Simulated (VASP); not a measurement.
# Si2Mo (I4/mmm) in VASP: single point with PBE

Aim: the single point of Si2Mo with PBE.

Everything below comes from runs of VASP 6.6.1. Logs are shortened: lines on timing, memory, paths and dates and some standing lists are left out, and cuts for length are marked.

## (1) The cell of the first run

Symmetry: I4/mmm, No. 139, tetragonal system. The conventional cell has a = 3.378 Å, b = 3.378 Å, c = 8.267 Å, α = 90.00°, β = 90.00°, γ = 90.00°. Within 3.6 Å of Si (site symmetry 4mm) lie 9 Si at 2.73 to 3.38 Å and 5 Mo at 2.75 to 2.77 Å. Within 3.6 Å of Mo (site symmetry 4/mmm) lie 10 Si at 2.75 to 2.77 Å and 4 Mo at 3.38 Å.

## (2) Single point, PBE (strain +0.050 along x and y, +0.050 along z)

The input, INCAR:

```
SYSTEM = Si2Mo
ALGO     = Normal         ! electronic algorithm
EDIFF    = 1E-6           ! SCF threshold, eV
ENCUT    = 520            ! plane-wave cutoff, eV
GGA      = PE             ! functional
ISIF     = 2              ! what is computed and relaxed
ISMEAR   = 0              ! smearing method
LASPH    = .TRUE.         ! aspherical terms in the spheres
LCHARG   = .TRUE.         ! write CHGCAR
LELF     = .TRUE.         ! ELF
LREAL    = .FALSE.        ! projectors in reciprocal space
LVHAR    = .TRUE.       
LWAVE    = .FALSE.        ! write WAVECAR
NBANDS   = 18             ! bands
NELM     = 100            ! most SCF steps
PREC     = Accurate       ! precision mode
SIGMA    = 0.15           ! smearing width, eV
```

The input, KPOINTS:

```
k-points
0
G
  20 20 20
  0 0 0
```

The input, POSCAR:

```
Si2Mo
1.0
   -1.6888448819      1.6888448819      4.1333354568
    1.6888448819     -1.6888448819      4.1333354568
    1.6888448819      1.6888448819     -4.1333354568
Si Mo
2 1
Direct
    0.3350991346      0.3350991346      0.0000000000
    0.6649008654      0.6649008654      0.0000000000
    0.0000000000      0.0000000000      0.0000000000
```

Potentials or basis: VASP PAW PBE potentials, release 64 (Si, Mo_sv).

Started as:

```bash
cat potpaw_PBE.64/Si/POTCAR potpaw_PBE.64/Mo_sv/POTCAR > POTCAR
mpirun -np 1 vasp_std > vasp.out
```

OUTCAR:

```text
SYSTEM = Si2Mo
   EDIFF = 1E-6
   ENCUT = 520
   GGA = PE
   ISIF = 2
   ISMEAR = 0
   LASPH = .TRUE.
   LREAL = .FALSE.
   NELM = 100
   PREC = Accurate

 ion  position               nearest neighbor table
   1  0.335  0.335  0.000-   2 2.73   3 2.75   3 2.75   3 2.75   3 2.75   3 2.77   2 2.77   2 2.77
                             2 2.77   2 2.77
   2  0.665  0.665  0.000-   1 2.73   3 2.75   3 2.75   3 2.75   3 2.75   3 2.77   1 2.77   1 2.77
                             1 2.77   1 2.77
   3  0.000  0.000  0.000-   2 2.75   2 2.75   2 2.75   1 2.75   1 2.75   1 2.75   2 2.75   1 2.75
                             1 2.77   2 2.77

  LATTYP: Found a body centered tetragonal cell.
 ALAT       =     3.3776897638
 C/A-ratio  =     2.4474334506

  Lattice vectors:

 A1 = (  -1.6888448819,   1.6888448819,   4.1333354568)
 A2 = (   1.6888448819,  -1.6888448819,   4.1333354568)
 A3 = (   1.6888448819,   1.6888448819,  -4.1333354568)

Analysis of symmetry for initial positions (statically):
=====================================================================
 Subroutine PRICEL returns:
 Original cell was already a primitive cell.

 Routine SETGRP: Setting up the symmetry group for a
 body centered tetragonal supercell.

 Subroutine GETGRP returns: Found 16 space group operations
 (whereof 16 operations were pure point group operations)
 out of a pool of 16 trial point group operations.

The static configuration has the point symmetry D_4h.

Analysis of symmetry for dynamics (positions and initial velocities):
=====================================================================
 Subroutine PRICEL returns:
 Original cell was already a primitive cell.

 Routine SETGRP: Setting up the symmetry group for a
 body centered tetragonal supercell.

 Subroutine GETGRP returns: Found 16 space group operations
 (whereof 16 operations were pure point group operations)
 out of a pool of 16 trial point group operations.

The dynamic configuration has the point symmetry D_4h.

 Subroutine INISYM returns: Found 16 space group operations
 (whereof 16 operations are pure point group operations),
 and found     1 'primitive' translations

----------------------------------------------------------------------------------------

                                     Primitive cell

  volume of cell :      47.1563

  direct lattice vectors                    reciprocal lattice vectors
    -1.688844882  1.688844882  4.133335457     0.000000000  0.296060346  0.120967680
     1.688844882 -1.688844882  4.133335457     0.296060346  0.000000000  0.120967680
     1.688844882  1.688844882 -4.133335457     0.296060346  0.296060346  0.000000000

  length of vectors
     4.773767492  4.773767492  4.773767492     0.319820118  0.319820118  0.418692557

  position of ions in fractional coordinates (direct lattice)
     0.335099135  0.335099135  0.000000000
     0.664900865  0.664900865  0.000000000
     0.000000000  0.000000000  0.000000000

  ion indices of the primitive-cell ions
   primitive index   ion index
                 1           1
                 2           2
                 3           3

----------------------------------------------------------------------------------------

 KPOINTS: k-points

Automatic generation of k-mesh.
 Grid dimensions read from file:
 generate k-points for:   20   20   20

 Generating k-lattice:

  Cartesian coordinates                     Fractional coordinates (reciprocal lattice)
     0.000000000  0.014803017  0.006048384     0.050000000  0.000000000  0.000000000
     0.014803017  0.000000000  0.006048384     0.000000000  0.050000000  0.000000000
     0.014803017  0.014803017  0.000000000     0.000000000  0.000000000  0.050000000

  Length of vectors
     0.015991006  0.015991006  0.020934628

  Shift w.r.t. Gamma in fractional coordinates (k-lattice)
     0.000000000  0.000000000  0.000000000

 Subroutine IBZKPT returns following result:
 ===========================================

 Found    641 irreducible k-points:

 Following reciprocal coordinates:
            Coordinates               Weight
  0.000000  0.000000  0.000000      1.000000
  0.050000  0.000000 -0.000000      8.000000
  0.100000  0.000000 -0.000000      8.000000
  0.150000  0.000000  0.000000      8.000000
  0.200000  0.000000 -0.000000      8.000000
  0.250000  0.000000 -0.000000      8.000000
[... 16 lines left out ...]
 -0.400000  0.050000  0.000000     16.000000
 -0.350000  0.050000 -0.000000     16.000000
 [... further k-points ...]
   k-points           NKPTS =    641   k-points in BZ     NKDIM =    641   number of bands    NBANDS=     18
   number of dos      NEDOS =    301   number of ions     NIONS =      3
   total plane-waves  NPLWV =  46656
   dimension x,y,z NGX =    36 NGY =   36 NGZ =   36
   dimension x,y,z NGXF=    72 NGYF=   72 NGZF=   72
   ions per type =               2   1
   NGX,Y,Z   is equivalent  to a cutoff of  12.54, 12.54, 12.54 a.u.
   NGXF,Y,Z  is equivalent  to a cutoff of  25.07, 25.07, 25.07 a.u.
 SYSTEM =  Si2Mo
   PREC   = accura    normal or accurate (medium, high low for compatibility)
   ISTART =      0    job   : 0-new  1-cont  2-samecut
   ICHARG =      2    charge: 1-file 2-atom 10-const
   ISPIN  =      1    spin polarized calculation?
   LNONCOLLINEAR =      F non collinear calculations
   LSORBIT =      F    spin-orbit coupling
   LASPH  =      T    aspherical Exc in radial PAW
   ENCUT  =  520.0 eV  38.22 Ry    6.18 a.u.   8.88  8.88  8.88*2*pi/ulx,y,z
   NELM   =    100;   NELMIN=  2; NELMDL= -5     # of ELM steps
   EDIFF  = 0.1E-05   stopping-criterion for ELM
   LREAL  =      F    real-space projection
   EDIFFG = 0.1E-04   stopping-criterion for IOM
   NSW    =      0    number of steps for IOM
   IBRION =     -1    ionic relax: 0-MD 1-quasi-New 2-CG
   NFREE  =      0    steps in history (QN), initial steepest desc. (CG)
   ISIF   =      2    stress and relaxation
   ISYM   =      2    0-nonsym 1-usesym 2-fastsym
   POTIM  = 0.5000    time-step for ionic-motion
   TEBEG  =    0.0;   TEEND  =   0.0 temperature during run
   PSTRESS=    0.0 pullay stress
   NELECT =      22.0000    total number of electrons
   NUPDOWN=      -1.0000    fix difference up-down
   EMIN   =  10.00;   EMAX   =-10.00  energy-range for DOS
   EFERMI =   0.00;   METHOD = LEGACY
   ISMEAR =     0;   SIGMA  =   0.15  broadening in eV -4-tet -1-fermi 0-gaus
   EFERMI_NEDOS =   21; number of points for ismear=-14 and -15
   IALGO  =     38    algorithm
   IMIX   =      4    mixing-type and parameters
     AMIX     =   0.40;   BMIX     =  1.00
     AMIX_MAG =   1.60;   BMIX_MAG =  1.00
  volume/ion in A,a.u.               =      15.72       106.08
  Fermi-wavevector in a.u.,A,eV,Ry     =   1.269704  2.399392 21.934593  1.612147
  Thomas-Fermi vector in A             =   2.402731
   LORBIT       =      0    0 simple, 1 ext, 2 COOP (PROOUT), +10 PAW based schemes
   GGA     = PE    functional components
   LHFCALC =     F    Hartree Fock is set to
   AEXX    =    0.0000 exact exchange contribution
   IVDW    =     0    specifies the selected vdW correction
   LEPSILON=     F    determine dielectric tensor
   LRPA    =     F    only Hartree local field effects (RPA)
 non-spin polarized calculation
 Gauss-broadening in eV      SIGMA  =   0.15
  energy-cutoff  :      520.00
  volume of cell :       47.16
 maximum number of plane-waves:      1290
   NGX = 17   NGY = 17   NGZ = 17

 number of electron      21.9999999 magnetization

 Free energy of the ion-electron system (eV)
  ---------------------------------------------------
  ext. energy  EPLUGINS =         0.00000000
  ---------------------------------------------------
  free energy    TOTEN  =       -22.76902072 eV

  energy without entropy =      -22.76484209  energy(sigma->0) =      -22.76693140

 E-fermi :   9.9903     XC(G=0): -11.6901

 val. band max:        9.9771724486   @ k =  -0.4000   0.5000   0.3500
 cond. band min:      10.0182634824   @ k =  -0.3500  -0.3500   0.3000
 fundamental gap:      0.0410910338
 Fermi energy:         9.9903130457

 k-point     1 :       0.0000    0.0000    0.0000
  band No.  band energies     occupation
      1     -50.9184      2.00000
      2     -24.9802      2.00000
      3     -24.9640      2.00000
      4     -24.9640      2.00000
      5      -2.2084      2.00000
      6       4.5810      2.00000
[... 10 lines left out ...]
     17      14.2505      0.00000
     18      14.2505      0.00000

 k-point     2 :       0.0500    0.0000   -0.0000
  band No.  band energies     occupation
      1     -50.9182      2.00000
      2     -24.9799      2.00000
      3     -24.9674      2.00000
      4     -24.9637      2.00000
      5      -2.1691      2.00000
      6       4.5623      2.00000
[... 10 lines left out ...]
     17      14.2865      0.00000
     18      14.6367      0.00000

 k-point     3 :       0.1000    0.0000   -0.0000
  band No.  band energies     occupation
      1     -50.9176      2.00000
      2     -24.9792      2.00000
      3     -24.9770      2.00000
      4     -24.9629      2.00000
      5      -2.0517      2.00000
      6       4.5007      2.00000
[... 10 lines left out ...]
     17      14.4423      0.00000
     18      15.3901      0.00000

 k-point     4 :       0.1500    0.0000    0.0000
  band No.  band energies     occupation
      1     -50.9167      2.00000
      2     -24.9920      2.00000
      3     -24.9780      2.00000
      4     -24.9615      2.00000
      5      -1.8580      2.00000
      6       4.3792      2.00000
[... 10 lines left out ...]
     17      14.8039      0.00000
     18      16.3010      0.00000

 k-point     5 :       0.2000    0.0000   -0.0000
  band No.  band energies     occupation
      1     -50.9155      2.00000
      2     -25.0109      2.00000
      3     -24.9766      2.00000
      4     -24.9598      2.00000
      5      -1.5909      2.00000
      6       4.1728      2.00000
[... 10 lines left out ...]
     17      15.3075      0.00000
     18      17.3109      0.00000

 k-point     6 :       0.2500    0.0000   -0.0000
  band No.  band energies     occupation
      1     -50.9142      2.00000
      2     -25.0317      2.00000
      3     -24.9750      2.00000
      4     -24.9579      2.00000
      5      -1.2545      2.00000
      6       3.8624      2.00000
[... 10 lines left out ...]
     17      15.7718      0.00000
     18      18.3299      0.00000

 k-point     7 :       0.3000    0.0000    0.0000
  band No.  band energies     occupation
      1     -50.9130      2.00000
      2     -25.0524      2.00000
      3     -24.9734      2.00000
      4     -24.9559      2.00000
      5      -0.8540      2.00000
      6       3.4512      2.00000
[... 10 lines left out ...]
     17      15.9743      0.00000
     18      18.3455      0.00000

 k-point     8 :       0.3500    0.0000   -0.0000
  band No.  band energies     occupation
      1     -50.9118      2.00000
      2     -25.0710      2.00000
      3     -24.9719      2.00000
      4     -24.9542      2.00000
      5      -0.3961      2.00000
      6       2.9599      2.00000
[... 10 lines left out ...]
     17      15.8519      0.00000
     18      17.9324      0.00000
[... 229 lines left out ...]
     17      16.0341      0.00000
     18      17.2816      0.00000

 k-point    20 :       0.4500    0.0500    0.0000
  band No.  band energies     occupation
      1     -50.9101      2.00000
      2     -25.0948      2.00000
      3     -24.9698      2.00000
      4     -24.9551      2.00000
      5       0.7456      2.00000
      6       1.7949      2.00000
[... 10 lines left out ...]
     17      16.0040      0.00000
     18      16.7938      0.00000

 k-point    21 :       0.5000    0.0500   -0.0000
  band No.  band energies     occupation
      1     -50.9099      2.00000
      2     -25.0980      2.00000
      3     -24.9694      2.00000
      4     -24.9548      2.00000
      5       1.1083      2.00000
      6       1.4245      2.00000
[... 10 lines left out ...]
     17      16.1115      0.00000
     18      16.6123      0.00000

 k-point    22 :      -0.4500    0.0500   -0.0000
  band No.  band energies     occupation
      1     -50.9101      2.00000
      2     -25.0948      2.00000
      3     -24.9695      2.00000
      4     -24.9551      2.00000
      5       0.6072      2.00000
      6       1.9404      2.00000
[... 10 lines left out ...]
     17      16.1943      0.00000
     18      16.9410      0.00000

 k-point    23 :      -0.4000    0.0500    0.0000
  band No.  band energies     occupation
      1     -50.9107      2.00000
      2     -25.0853      2.00000
      3     -24.9702      2.00000
      4     -24.9560      2.00000
      5       0.0704      2.00000
      6       2.5169      2.00000
[... 10 lines left out ...]
     17      16.2326      0.00000
     18      17.5751      0.00000

 k-point    24 :      -0.3500    0.0500   -0.0000
  band No.  band energies     occupation
      1     -50.9116      2.00000
      2     -25.0706      2.00000
      3     -24.9713      2.00000
      4     -24.9574      2.00000
      5      -0.4296      2.00000
      6       3.0781      2.00000
[... 10 lines left out ...]
     17      16.1837      0.00000
     18      17.8346      0.00000

 [... further k-points ...]
[... 5 lines left out ...]
  --------------------------------------------------------------------------------------
  -------------------------------------------------------------------------------------
  Total       -6.1265658     -6.1265658     -6.8750604      0.0000000      0.0000000      0.0000000
  in kB     -208.1553196   -208.1553196   -233.5860661      0.0000000      0.0000000      0.0000000
  external PRESSURE =    -216.6322351 kB  Pullay stress =       0.0000000 kB

 VOLUME and BASIS-vectors are now :
 -----------------------------------------------------------------------------
  energy-cutoff  :      520.00
  volume of cell :       47.16
      direct lattice vectors                 reciprocal lattice vectors
    -1.688844882  1.688844882  4.133335457     0.000000000  0.296060346  0.120967680
     1.688844882 -1.688844882  4.133335457     0.296060346  0.000000000  0.120967680
     1.688844882  1.688844882 -4.133335457     0.296060346  0.296060346  0.000000000

 POSITION                                       TOTAL-FORCE (eV/Angst)
 -----------------------------------------------------------------------------------
      0.00000      0.00000      2.77015         0.000000      0.000000      0.292366
      0.00000      0.00000      5.49652         0.000000      0.000000     -0.292366
      0.00000      0.00000      0.00000        -0.000000     -0.000000      0.000000
 -----------------------------------------------------------------------------------
    total drift:                               -0.000000      0.000000     -0.000000

  FREE ENERGIE OF THE ION-ELECTRON SYSTEM (eV)
  ---------------------------------------------------
  free  energy   TOTEN  =       -22.7690207197 eV

  energy  without entropy=      -22.7648420851  energy(sigma->0) =      -22.76693140
```

It took 7.4 min on 1 thread of Intel Xeon 6975P-C, shared host; peak memory 0.61 GiB.

Results:

| Property | Result |
| --- | --- |
| Free energy | -22.7690 eV |
| Pressure | -21.7 GPa |
| Largest force | 0.292 eV/Å |
| Band gap on the k mesh | zero (band 11 reaches 10.38 eV, above the bottom of band 12 at 9.54 eV) |

Forces on the atoms (eV/Å):
```
Si   0.000  0.000  0.292
Si   0.000  0.000 -0.292
Mo   0.000  0.000  0.000
```

Levels at points of the mesh, in eV from the Fermi level:
| k point | band 8 | band 9 | band 10 | band 11 | band 12 | band 13 | band 14 | band 15 |
| --- | --- | --- | --- | --- | --- | --- | --- | --- |
| (0.00, 0.00, 0.00) | -2.35 | -2.18 | -2.18 | 0.31 | 2.30 | 3.11 | 3.11 | 3.37 |
| (0.50, 0.00, 0.00) | -3.97 | -2.12 | -2.05 | -0.32 | 1.77 | 2.83 | 2.93 | 3.71 |
| (0.50, 0.50, 0.00) | -4.92 | -3.84 | -2.45 | -1.11 | 1.80 | 2.07 | 2.59 | 2.86 |
| (0.50, 0.50, 0.50) | -1.77 | -0.45 | -0.45 | -0.45 | -0.45 | 0.41 | 3.47 | 4.11 |

Caveat: the cell differs from its parent crystal (strain +0.050 along x and y, +0.050 along z).
